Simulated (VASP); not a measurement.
# Si24H8O in VASP: single point with PBE

Aim: the single point of Si24H8O with PBE.

All numbers are computed with VASP 6.6.1; they aren't measurements. Logs are shortened: lines on timing, memory, paths and dates and some standing lists are left out, and cuts for length are marked.

### Step 1. The cell of the first run

The cell holds a slab with vacuum, 33 atoms: a = 7.681 Å, b = 7.681 Å, c = 24.055 Å, α = 90.00°, β = 90.00°, γ = 60.00°.

### Step 2. Single point, PBE

The input, INCAR:

```
PREC = Accurate ; ENCUT = 520
EDIFF = 1E-6 ; ISMEAR = 0
SIGMA = 0.02 ; LREAL = Auto
LASPH = T ; NELM = 100
ALGO = Normal ; ISIF = 2
LWAVE = F ; LCHARG = F
GGA = PE ; NBANDS = 77
```

The input, KPOINTS:

```
regular mesh
0
Gamma
  4 4 1
```

The input, POSCAR:

```
Si24H8O
1.0
    7.6805938572      0.0000000000      0.0000000000
    3.8402969286      6.6515893965      0.0000000000
    0.0000000000      0.0000000000     24.0550759519
H Si O
8 24 1
Direct
   -0.0801748225     -0.0801639707      0.7146302707
    0.0040034358      0.5205184681      0.7094682267
    0.5205194180      0.0040247448      0.7094709980
    0.5009703030      0.5009985303      0.7099044900
    0.0000000000      0.0000000000      0.2909988733
    0.0000000000      0.5000000000      0.2909988733
    0.5000000000      0.0000000000      0.2909988733
    0.5000000000      0.5000000000      0.2909988733
   -0.0302253412     -0.0302342661      0.6587361026
    0.0037299399      0.5146331287      0.6470322564
    0.5146274823      0.0037300459      0.6470351655
    0.5040652108      0.5040579043      0.6474641488
    0.1818503142      0.1818597093      0.6213057534
    0.1737191406      0.6695583039      0.6127808794
    0.6695660322      0.1737091017      0.6127816086
    0.6708445411      0.6708461441      0.6151832052
    0.1626823008      0.1626819548      0.5213289144
    0.1680192896      0.6660178532      0.5156413492
    0.6660142042      0.1680362119      0.5156410482
    0.6673139442      0.6673320853      0.5171651955
    0.3299142503      0.3299227591      0.4847866843
    0.3338425822      0.8340163520      0.4840266524
    0.8340163239      0.3338587231      0.4840273356
    0.8335960487      0.8336115519      0.4837661301
    0.3333333333      0.3333333333      0.3859433804
    0.3333333333      0.8333333333      0.3859433804
    0.8333333333      0.3333333333      0.3859433804
    0.8333333333      0.8333333333      0.3859433804
    0.0000000000      0.0000000000      0.3533557748
    0.0000000000      0.5000000000      0.3533557748
    0.5000000000      0.0000000000      0.3533557748
    0.5000000000      0.5000000000      0.3533557748
    0.0917250014      0.0917191733      0.6698976119
```

Potentials or basis: VASP PAW PBE potentials, release 64 (H, Si, O).

Launch:

```sh
$ cat potpaw_PBE.64/H/POTCAR potpaw_PBE.64/Si/POTCAR potpaw_PBE.64/O/POTCAR > POTCAR
$ mpirun -np 1 vasp_std > vasp.out
```

OUTCAR:

```text
PREC = Accurate
   ENCUT = 520
   EDIFF = 1E-6
   ISMEAR = 0
   LREAL = Auto
   LASPH = T
   NELM = 100
   ISIF = 2
   GGA = PE

 ion  position               nearest neighbor table
   1  0.920  0.920  0.715-   9 1.50
   2  0.004  0.521  0.709-  10 1.50
   3  0.521  0.004  0.709-  11 1.50
   4  0.501  0.501  0.710-  12 1.50
   5  0.000  0.000  0.291-  29 1.50
   6  0.000  0.500  0.291-  30 1.50
   7  0.500  0.000  0.291-  31 1.50
   8  0.500  0.500  0.291-  32 1.50
   9  0.970  0.970  0.659-   1 1.50  33 1.64  15 2.32  14 2.32  13 2.96
  10  0.004  0.515  0.647-   2 1.50  13 2.30  14 2.31  16 2.34
  11  0.515  0.004  0.647-   3 1.50  13 2.30  15 2.31  16 2.34
  12  0.504  0.504  0.647-   4 1.50  14 2.35  15 2.35  16 2.35
  13  0.182  0.182  0.621-  33 1.67  10 2.30  11 2.30  17 2.42   9 2.96
  14  0.174  0.670  0.613-  10 2.31   9 2.32  18 2.34  12 2.35
  15  0.670  0.174  0.613-  11 2.31   9 2.32  19 2.34  12 2.35
  16  0.671  0.671  0.615-  10 2.34  11 2.34  12 2.35  20 2.36
  17  0.163  0.163  0.521-  23 2.36  22 2.36  21 2.39  13 2.42
  18  0.168  0.666  0.516-  14 2.34  22 2.35  24 2.35  21 2.36
  19  0.666  0.168  0.516-  15 2.34  23 2.35  24 2.35  21 2.36
[... 11 lines left out ...]
  31  0.500  0.000  0.353-   7 1.50  28 2.35  25 2.35  26 2.35
  32  0.500  0.500  0.353-   8 1.50  27 2.35  26 2.35  25 2.35
  33  0.092  0.092  0.670-   9 1.64  13 1.67

  LATTYP: Found a hexagonal cell.
 ALAT       =     7.6805938572
 C/A-ratio  =     3.1319291710

  Lattice vectors:

 A1 = (  -3.8402969286,  -6.6515893965,   0.0000000000)
 A2 = (   7.6805938572,   0.0000000000,   0.0000000000)
 A3 = (   0.0000000000,   0.0000000000,  24.0550759519)

Analysis of symmetry for initial positions (statically):
=====================================================================
 Subroutine PRICEL returns:
 Original cell was already a primitive cell.

 Routine SETGRP: Setting up the symmetry group for a
 hexagonal supercell.

 Subroutine GETGRP returns: Found  1 space group operations
 (whereof  1 operations were pure point group operations)
 out of a pool of 24 trial point group operations.

The static configuration has the point symmetry C_1 .

Analysis of symmetry for dynamics (positions and initial velocities):
=====================================================================
 Subroutine PRICEL returns:
 Original cell was already a primitive cell.

 Routine SETGRP: Setting up the symmetry group for a
[... 157 lines left out ...]
   IBRION =     -1    ionic relax: 0-MD 1-quasi-New 2-CG
   NFREE  =      0    steps in history (QN), initial steepest desc. (CG)
   ISIF   =      2    stress and relaxation
   ISYM   =      2    0-nonsym 1-usesym 2-fastsym
   POTIM  = 0.5000    time-step for ionic-motion
   TEBEG  =    0.0;   TEEND  =   0.0 temperature during run
   PSTRESS=    0.0 pullay stress
   NELECT =     110.0000    total number of electrons
   NUPDOWN=      -1.0000    fix difference up-down
   EMIN   =  10.00;   EMAX   =-10.00  energy-range for DOS
   EFERMI =   0.00;   METHOD = LEGACY
   ISMEAR =     0;   SIGMA  =   0.02  broadening in eV -4-tet -1-fermi 0-gaus
   EFERMI_NEDOS =   21; number of points for ismear=-14 and -15
   IALGO  =     38    algorithm
   IMIX   =      4    mixing-type and parameters
     AMIX     =   0.40;   BMIX     =  1.00
     AMIX_MAG =   1.60;   BMIX_MAG =  1.00
  volume/ion in A,a.u.               =      37.24       251.31
  Fermi-wavevector in a.u.,A,eV,Ry     =   0.732313  1.383871  7.296564  0.536282
  Thomas-Fermi vector in A             =   1.824745
   LORBIT       =      0    0 simple, 1 ext, 2 COOP (PROOUT), +10 PAW based schemes
   GGA     = PE    functional components
   LHFCALC =     F    Hartree Fock is set to
   AEXX    =    0.0000 exact exchange contribution
   IVDW    =     0    specifies the selected vdW correction
   LEPSILON=     F    determine dielectric tensor
   LRPA    =     F    only Hartree local field effects (RPA)
 non-spin polarized calculation
 Gauss-broadening in eV      SIGMA  =   0.02
  energy-cutoff  :      520.00
  volume of cell :     1228.93
 maximum number of plane-waves:     33143
 NGX is ok and might be reduce to    60
   NGX = 29   NGY = 29   NGZ = 89

 number of electron     110.0000004 magnetization

 Free energy of the ion-electron system (eV)
  ---------------------------------------------------
  ext. energy  EPLUGINS =         0.00000000
  ---------------------------------------------------
  free energy    TOTEN  =      -164.27695601 eV

  energy without entropy =     -164.27695601  energy(sigma->0) =     -164.27695601

 E-fermi :  -0.4511     XC(G=0):  -4.5395

 val. band max:       -0.6095359852   @ k =   0.5000   0.5000   0.0000
 cond. band min:       0.4805677813   @ k =   0.0000   0.0000   0.0000
 fundamental gap:      1.0901037666
 Fermi energy:        -0.4510683461

 k-point     1 :       0.0000    0.0000    0.0000
  band No.  band energies     occupation
      1     -20.7191      2.00000
      2     -12.0932      2.00000
      3     -11.3990      2.00000
      4     -10.5834      2.00000
      5     -10.4682      2.00000
      6      -9.9475      2.00000
[... 689 lines left out ...]
     66       2.5053      0.00000
     67       2.5755      0.00000
 [bands above 67 left out]

------------------------ aborting loop because EDIFF is reached ----------------------------------------

  FORCE on cell =-STRESS in cart. coord.  units (eV):
  Direction    XX          YY          ZZ          XY          YZ          ZX
  --------------------------------------------------------------------------------------
  -------------------------------------------------------------------------------------
  Total       11.1690109      8.7678181     -0.3450806      2.0799259     -0.0193058     -0.0323359
  in kB       14.5612391     11.4307611     -0.4498878      2.7116365     -0.0251693     -0.0421569
  external PRESSURE =       8.5140375 kB  Pullay stress =       0.0000000 kB

 VOLUME and BASIS-vectors are now :
 -----------------------------------------------------------------------------
  energy-cutoff  :      520.00
  volume of cell :     1228.93
      direct lattice vectors                 reciprocal lattice vectors
     7.680593857  0.000000000  0.000000000     0.130198266 -0.075170004  0.000000000
     3.840296929  6.651589397  0.000000000     0.000000000  0.150340008  0.000000000
     0.000000000  0.000000000 24.055075952     0.000000000  0.000000000  0.041571268

 POSITION                                       TOTAL-FORCE (eV/Angst)
 -----------------------------------------------------------------------------------
     10.59725      6.11837     17.19049         0.003419      0.001836     -0.014930
      2.02969      3.46228     17.06631         0.000166      0.000027     -0.011063
      4.01335      0.02677     17.06638        -0.000053     -0.000032     -0.011112
      5.77173      3.33244     17.07681         0.000661      0.000256     -0.010788
      0.00000      0.00000      7.00000         0.001863      0.001101     -0.054422
      1.92015      3.32579      7.00000         0.003310      0.009057     -0.059204
[... 25 lines left out ...]
      5.76045      3.32579      8.50000         0.025349      0.014635      0.227441
      1.05673      0.61008     16.11444         0.018995      0.011106      0.020234
 -----------------------------------------------------------------------------------
    total drift:                               -0.013503     -0.007970     -0.006720

  FREE ENERGIE OF THE ION-ELECTRON SYSTEM (eV)
  ---------------------------------------------------
  free  energy   TOTEN  =      -164.2769560051 eV

  energy  without entropy=     -164.2769560051  energy(sigma->0) =     -164.27695601
```

Wall time 63 min (1 thread of Intel Xeon Platinum 8488C (Sapphire Rapids), shared host); peak memory 1.5 GiB.

What came out:

* Free energy: -164.2770 eV
* Largest force: 0.229 eV/Å
* Band gap on the k mesh: 1.09 eV (least direct gap 1.12 eV)

Forces in eV/Å, atoms in the order of the input:
```
H    0.003  0.002 -0.015
H    0.000  0.000 -0.011
H    0.000  0.000 -0.011
H    0.001  0.000 -0.011
H    0.002  0.001 -0.054
H    0.003  0.009 -0.059
H    0.009 -0.002 -0.059
H   -0.018 -0.010 -0.045
Si  -0.066 -0.038  0.013
Si   0.000  0.000  0.006
Si   0.000  0.000  0.006
Si  -0.002 -0.001  0.006
Si   0.049  0.028 -0.027
Si  -0.004  0.000 -0.001
Si  -0.002 -0.003 -0.001
Si   0.001  0.001 -0.001
Si   0.001  0.001 -0.002
Si  -0.001  0.002  0.003
Si   0.001 -0.002  0.003
Si  -0.001 -0.001  0.000
Si   0.002  0.001  0.001
Si  -0.002 -0.002 -0.001
Si  -0.004 -0.001 -0.001
Si  -0.001  0.000  0.000
Si  -0.127 -0.073  0.017
Si   0.044  0.074 -0.102
Si   0.086  0.002 -0.102
Si  -0.003 -0.002 -0.157
Si  -0.005 -0.003  0.145
Si  -0.003 -0.008  0.105
Si  -0.009  0.001  0.105
Si   0.025  0.015  0.227
O    0.019  0.011  0.020
```

Levels at points of the mesh, in eV from the valence-band top:
```csv
k point,band 53,band 54,band 55,band 56,band 57,band 58
"(0.00, 0.00, 0.00)",-0.48,-0.10,-0.03,1.09,1.20,1.24
"(0.50, 0.00, 0.00)",-0.98,-0.86,-0.65,1.60,1.73,2.08
"(0.50, 0.50, 0.00)",-0.96,-0.78,0.00,1.53,1.65,1.77
"(0.00, 0.50, 0.00)",-0.98,-0.86,-0.65,1.60,1.73,2.08
```
